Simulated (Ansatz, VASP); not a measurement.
**Two plane-wave programs on Co**

```xyz
4
Lattice="2.4175 0.0000 0.0000 -1.2087 2.0936 0.0000 0.0000 0.0000 7.8776" Properties=species:S:1:pos:R:3 pbc="T T T"
Co    0.0000    0.0000    7.8776
Co    0.0000    0.0000    3.9388
Co    0.0000    1.3957    1.9694
Co    1.2087    0.6979    5.9082
```

Alike in both runs: functional r2SCAN; k mesh 14 × 14 × 4; occupations fermi-dirac, width 0.1 eV; no spin polarisation.

Ansatz relaxed the structure, and its values are those at the end. VASP's run is a single point on that final structure, the one shown.

|  | VASP | Ansatz |
| --- | --- | --- |
| version | VASP 6.6.1 | Ansatz 0.2.0 |
| potentials or method | VASP PAW PBE potentials, release 64 (Co), cutoff 520 eV | plane waves (500 eV) with PAW, scalar-relativistic |
| valence electrons in the cell | 36 | 68 |

|  | VASP | Ansatz | Ansatz less VASP |
| --- | --- | --- | --- |
| pressure (GPa) | 0.2 | 0.0 | -0.19 |

VASP's potentials were made for PBE, not for r2SCAN. VASP's potentials hold 36 valence electrons a cell and Ansatz's 68, so a difference there can come from the potentials and not from the codes.
